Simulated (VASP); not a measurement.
# WC (I4/mmm) in VASP: further runs

The runs below take WC through single point, with PBEsol.

Program: VASP 6.6.1. These are calculated values, not measurements. Logs are shortened: lines on timing, memory, paths and dates and some standing lists are left out, and cuts for length are marked.

### 1 The cell of the first run

The structure is tetragonal, space group I4/mmm (No. 139). The conventional cell has a = 2.977 Å, b = 2.977 Å, c = 4.736 Å, α = 90.00°, β = 90.00°, γ = 90.00°. W (site symmetry 4/mmm) has 6 C at 2.10 to 2.37 Å within 2.8 Å. Within 2.8 Å of C (site symmetry 4/mmm) lie 6 W at 2.10 to 2.37 Å.

### 2 Single point, PBEsol (strain -0.040 along x and y, +0.080 along z)

INCAR

```
SYSTEM = WC
ALGO = Normal
EDIFF = 1E-6
ENCUT = 520
GGA = PS
ISIF = 2
ISMEAR = 0
LASPH = .TRUE.
LCHARG = .FALSE.
LREAL = .FALSE.
LWAVE = .FALSE.
NBANDS = 16
NELM = 100
PREC = Accurate
SIGMA = 0.15
```

KPOINTS

```
k-points
0
G
  18 18 18
  0 0 0
```

POSCAR

```
WC
1.0
    0.0000000000      2.1049766400      2.3680987200
    2.1049766400      0.0000000000      2.3680987200
    2.1049766400      2.1049766400      0.0000000000
W C
1 1
Direct
    0.0000000000      0.0000000000      0.0000000000
    0.5000000000      0.5000000000      0.5000000000
```

Potentials or basis: VASP PAW PBE potentials, release 64 (W_sv, C).

Command:

```sh
cat potpaw_PBE.64/W_sv/POTCAR potpaw_PBE.64/C/POTCAR > POTCAR
mpirun -np 1 vasp_std > vasp.out
```

OUTCAR:

```text
SYSTEM = WC
   EDIFF = 1E-6
   ENCUT = 520
   GGA = PS
   ISIF = 2
   ISMEAR = 0
   LASPH = .TRUE.
   LREAL = .FALSE.
   NELM = 100
   PREC = Accurate

 ion  position               nearest neighbor table
   1  0.000  0.000  0.000-   2 2.10   2 2.10   2 2.10   2 2.10   2 2.37   2 2.37
   2  0.500  0.500  0.500-   1 2.10   1 2.10   1 2.10   1 2.10   1 2.37   1 2.37

  LATTYP: Found a body centered tetragonal cell.
 ALAT       =     2.9768865128
 C/A-ratio  =     1.5909902577

  Lattice vectors:

 A1 = (  -2.1049766400,   0.0000000000,   2.3680987200)
 A2 = (   2.1049766400,   0.0000000000,   2.3680987200)
 A3 = (   0.0000000000,   2.1049766400,  -2.3680987200)

Analysis of symmetry for initial positions (statically):
=====================================================================
 Subroutine PRICEL returns:
 Original cell was already a primitive cell.

 Routine SETGRP: Setting up the symmetry group for a
 body centered tetragonal supercell.

 Subroutine GETGRP returns: Found 16 space group operations
 (whereof 16 operations were pure point group operations)
 out of a pool of 16 trial point group operations.

The static configuration has the point symmetry D_4h.

Analysis of symmetry for dynamics (positions and initial velocities):
=====================================================================
 Subroutine PRICEL returns:
 Original cell was already a primitive cell.

 Routine SETGRP: Setting up the symmetry group for a
 body centered tetragonal supercell.

 Subroutine GETGRP returns: Found 16 space group operations
 (whereof 16 operations were pure point group operations)
 out of a pool of 16 trial point group operations.

The dynamic configuration has the point symmetry D_4h.

 Subroutine INISYM returns: Found 16 space group operations
 (whereof 16 operations are pure point group operations),
 and found     1 'primitive' translations

----------------------------------------------------------------------------------------

                                     Primitive cell

  volume of cell :      20.9857

  direct lattice vectors                    reciprocal lattice vectors
     0.000000000  2.104976640  2.368098720    -0.237532327  0.237532327  0.211139846
     2.104976640  0.000000000  2.368098720     0.237532327 -0.237532327  0.211139846
     2.104976640  2.104976640  0.000000000     0.237532327  0.237532327 -0.211139846

  length of vectors
     3.168409412  3.168409412  2.976886513     0.396765986  0.396765986  0.396765986

  position of ions in fractional coordinates (direct lattice)
     0.000000000  0.000000000  0.000000000
     0.500000000  0.500000000  0.500000000

  ion indices of the primitive-cell ions
   primitive index   ion index
                 1           1
                 2           2

----------------------------------------------------------------------------------------

 KPOINTS: k-points

Automatic generation of k-mesh.
 Grid dimensions read from file:
 generate k-points for:   18   18   18

 Generating k-lattice:

  Cartesian coordinates                     Fractional coordinates (reciprocal lattice)
    -0.013196240  0.013196240  0.011729991     0.055555556  0.000000000  0.000000000
     0.013196240 -0.013196240  0.011729991     0.000000000  0.055555556  0.000000000
     0.013196240  0.013196240 -0.011729991     0.000000000  0.000000000  0.055555556

  Length of vectors
     0.022042555  0.022042555  0.022042555

  Shift w.r.t. Gamma in fractional coordinates (k-lattice)
     0.000000000  0.000000000  0.000000000

 Subroutine IBZKPT returns following result:
 ===========================================

 Found    480 irreducible k-points:

 Following reciprocal coordinates:
            Coordinates               Weight
  0.000000  0.000000  0.000000      1.000000
  0.055556  0.000000  0.000000      8.000000
  0.111111  0.000000  0.000000      8.000000
  0.166667  0.000000  0.000000      8.000000
  0.222222  0.000000  0.000000      8.000000
  0.277778  0.000000  0.000000      8.000000
[... 16 lines left out ...]
 -0.277778  0.055556  0.000000      8.000000
 -0.222222  0.055556  0.000000      8.000000
 [... further k-points ...]
   k-points           NKPTS =    480   k-points in BZ     NKDIM =    480   number of bands    NBANDS=     16
   number of dos      NEDOS =    301   number of ions     NIONS =      2
   total plane-waves  NPLWV =  13824
   dimension x,y,z NGX =    24 NGY =   24 NGZ =   24
   dimension x,y,z NGXF=    48 NGYF=   48 NGZF=   48
   ions per type =               1   1
   NGX,Y,Z   is equivalent  to a cutoff of  12.59, 12.59, 13.40 a.u.
   NGXF,Y,Z  is equivalent  to a cutoff of  25.19, 25.19, 26.81 a.u.
 SYSTEM =  WC
   PREC   = accura    normal or accurate (medium, high low for compatibility)
   ISTART =      0    job   : 0-new  1-cont  2-samecut
   ICHARG =      2    charge: 1-file 2-atom 10-const
   ISPIN  =      1    spin polarized calculation?
   LNONCOLLINEAR =      F non collinear calculations
   LSORBIT =      F    spin-orbit coupling
   LASPH  =      T    aspherical Exc in radial PAW
   ENCUT  =  520.0 eV  38.22 Ry    6.18 a.u.   5.89  5.89  5.54*2*pi/ulx,y,z
   NELM   =    100;   NELMIN=  2; NELMDL= -5     # of ELM steps
   EDIFF  = 0.1E-05   stopping-criterion for ELM
   LREAL  =      F    real-space projection
   EDIFFG = 0.1E-04   stopping-criterion for IOM
   NSW    =      0    number of steps for IOM
   IBRION =     -1    ionic relax: 0-MD 1-quasi-New 2-CG
   NFREE  =      0    steps in history (QN), initial steepest desc. (CG)
   ISIF   =      2    stress and relaxation
   ISYM   =      2    0-nonsym 1-usesym 2-fastsym
   POTIM  = 0.5000    time-step for ionic-motion
   TEBEG  =    0.0;   TEEND  =   0.0 temperature during run
   PSTRESS=    0.0 pullay stress
   NELECT =      18.0000    total number of electrons
   NUPDOWN=      -1.0000    fix difference up-down
   EMIN   =  10.00;   EMAX   =-10.00  energy-range for DOS
   EFERMI =   0.00;   METHOD = LEGACY
   ISMEAR =     0;   SIGMA  =   0.15  broadening in eV -4-tet -1-fermi 0-gaus
   EFERMI_NEDOS =   21; number of points for ismear=-14 and -15
   IALGO  =     38    algorithm
   IMIX   =      4    mixing-type and parameters
     AMIX     =   0.40;   BMIX     =  1.00
     AMIX_MAG =   1.60;   BMIX_MAG =  1.00
  volume/ion in A,a.u.               =      10.49        70.81
  Fermi-wavevector in a.u.,A,eV,Ry     =   1.555455  2.939384 32.918498  2.419441
  Thomas-Fermi vector in A             =   2.659394
   LORBIT       =      0    0 simple, 1 ext, 2 COOP (PROOUT), +10 PAW based schemes
   GGA     = PS    functional components
   LHFCALC =     F    Hartree Fock is set to
   AEXX    =    0.0000 exact exchange contribution
   IVDW    =     0    specifies the selected vdW correction
   LEPSILON=     F    determine dielectric tensor
   LRPA    =     F    only Hartree local field effects (RPA)
 non-spin polarized calculation
 Gauss-broadening in eV      SIGMA  =   0.15
  energy-cutoff  :      520.00
  volume of cell :       20.99
 maximum number of plane-waves:       588
   NGX = 11   NGY = 11   NGZ = 11

 number of electron      18.0000001 magnetization

 Free energy of the ion-electron system (eV)
  ---------------------------------------------------
  ext. energy  EPLUGINS =         0.00000000
  ---------------------------------------------------
  free energy    TOTEN  =       -22.70560837 eV

  energy without entropy =      -22.69439350  energy(sigma->0) =      -22.70000094

 E-fermi :  12.2676     XC(G=0): -13.8440

 val. band max:       12.2639838059   @ k =   0.1667   0.1667   0.0000
 cond. band min:      12.2693892605   @ k =  -0.3889   0.2778   0.0000
 fundamental gap:      0.0054054546
 Fermi energy:        12.2676261294

 k-point     1 :       0.0000    0.0000    0.0000
  band No.  band energies     occupation
      1     -62.9932      2.00000
      2     -27.0192      2.00000
      3     -27.0049      2.00000
      4     -27.0049      2.00000
      5      -3.5398      2.00000
      6       8.5918      2.00000
[... 8 lines left out ...]
     15      22.1017      0.00000
     16      34.8088      0.00000

 k-point     2 :       0.0556    0.0000    0.0000
  band No.  band energies     occupation
      1     -62.9919      2.00000
      2     -27.0302      2.00000
      3     -27.0174      2.00000
      4     -27.0051      2.00000
      5      -3.4503      2.00000
      6       8.5130      2.00000
[... 8 lines left out ...]
     15      22.3107      0.00000
     16      33.2764      0.00000

 k-point     3 :       0.1111    0.0000    0.0000
  band No.  band energies     occupation
      1     -62.9884      2.00000
      2     -27.0855      2.00000
      3     -27.0294      2.00000
      4     -27.0057      2.00000
      5      -3.1866      2.00000
      6       8.1740      2.00000
[... 8 lines left out ...]
     15      22.8910      0.00000
     16      31.4094      0.00000

 k-point     4 :       0.1667    0.0000    0.0000
  band No.  band energies     occupation
      1     -62.9831      2.00000
      2     -27.1725      2.00000
      3     -27.0444      2.00000
      4     -27.0067      2.00000
      5      -2.7633      2.00000
      6       7.4525      2.00000
[... 8 lines left out ...]
     15      23.6763      0.00000
     16      29.7272      0.00000
[... 324 lines left out ...]
 k-point    22 :      -0.3333    0.0556    0.0000
  band No.  band energies     occupation
      1     -62.9595      2.00000
      2     -27.5401      2.00000
      3     -27.1146      2.00000
      4     -27.0038      2.00000
      5      -0.3374      2.00000
      6       4.2111      2.00000
[... 8 lines left out ...]
     15      24.7866      0.00000
     16      26.5883      0.00000

 k-point    23 :      -0.2778    0.0556    0.0000
  band No.  band energies     occupation
      1     -62.9653      2.00000
      2     -27.4519      2.00000
      3     -27.0968      2.00000
      4     -27.0008      2.00000
      5      -1.1044      2.00000
      6       5.1326      2.00000
[... 8 lines left out ...]
     15      24.7934      0.00000
     16      27.5079      0.00000

 k-point    24 :      -0.2222    0.0556    0.0000
  band No.  band energies     occupation
      1     -62.9721      2.00000
      2     -27.3482      2.00000
      3     -27.0769      2.00000
      4     -26.9989      2.00000
      5      -1.8135      2.00000
      6       6.0711      2.00000
[... 8 lines left out ...]
     15      24.4981      0.00000
     16      29.0384      0.00000

 [... further k-points ...]

------------------------ aborting loop because EDIFF is reached ----------------------------------------

  FORCE on cell =-STRESS in cart. coord.  units (eV):
  Direction    XX          YY          ZZ          XY          YZ          ZX
  --------------------------------------------------------------------------------------
  -------------------------------------------------------------------------------------
  Total        2.6601428      2.6601428     -4.1374306      0.0000000      0.0000000      0.0000000
  in kB      203.0912337    203.0912337   -315.8762321      0.0000000      0.0000000      0.0000000
  external PRESSURE =      30.1020784 kB  Pullay stress =       0.0000000 kB

 VOLUME and BASIS-vectors are now :
 -----------------------------------------------------------------------------
  energy-cutoff  :      520.00
  volume of cell :       20.99
      direct lattice vectors                 reciprocal lattice vectors
     0.000000000  2.104976640  2.368098720    -0.237532327  0.237532327  0.211139846
     2.104976640  0.000000000  2.368098720     0.237532327 -0.237532327  0.211139846
     2.104976640  2.104976640  0.000000000     0.237532327  0.237532327 -0.211139846

 POSITION                                       TOTAL-FORCE (eV/Angst)
 -----------------------------------------------------------------------------------
      0.00000      0.00000      0.00000        -0.000000      0.000000      0.000000
      2.10498      2.10498      2.36810         0.000000     -0.000000     -0.000000
 -----------------------------------------------------------------------------------
    total drift:                                0.000000     -0.000000     -0.000000

  FREE ENERGIE OF THE ION-ELECTRON SYSTEM (eV)
  ---------------------------------------------------
  free  energy   TOTEN  =       -22.7056083709 eV

  energy  without entropy=      -22.6943935023  energy(sigma->0) =      -22.70000094
```

Run time: 73 s. Hardware: 1 thread of Intel Xeon 6975P-C, shared host; peak memory 0.27 GiB.

What came out:

```yaml
Free_energy: -22.7056 eV
Pressure: 3.0 GPa
Band_gap_on_the_k_mesh: zero (band 9 reaches 13.29 eV, above the bottom of band 10 at 10.25 eV)
```

Stress tensor (GPa, compression positive):
```
 20.31   0.00   0.00
  0.00  20.31   0.00
  0.00   0.00 -31.59
```

Levels at points of the mesh, in eV from the Fermi level:
```tsv
k point	band 6	band 7	band 8	band 9	band 10	band 11	band 12	band 13
(0.00, 0.00, 0.00)	-3.68	-2.15	-2.15	-2.08	-1.31	-0.84	-0.84	-0.26
(0.50, 0.00, 0.00)	-9.83	-6.83	-6.60	0.85	1.56	2.66	4.76	7.07
(0.50, 0.50, 0.00)	-6.30	-5.78	-1.91	-1.91	0.86	2.25	2.25	4.43
(0.50, 0.00, 0.50)	-5.72	-5.06	-2.72	-2.54	0.65	1.50	3.07	6.25
```

Caveat: the cell differs from its parent crystal (strain -0.040 along x and y, +0.080 along z); the PAW data sets were made with another functional, which shifts forces and pressure a little; spin-orbit coupling is left out, which moves the levels of the heavy elements.

[end of part 1 of 2]
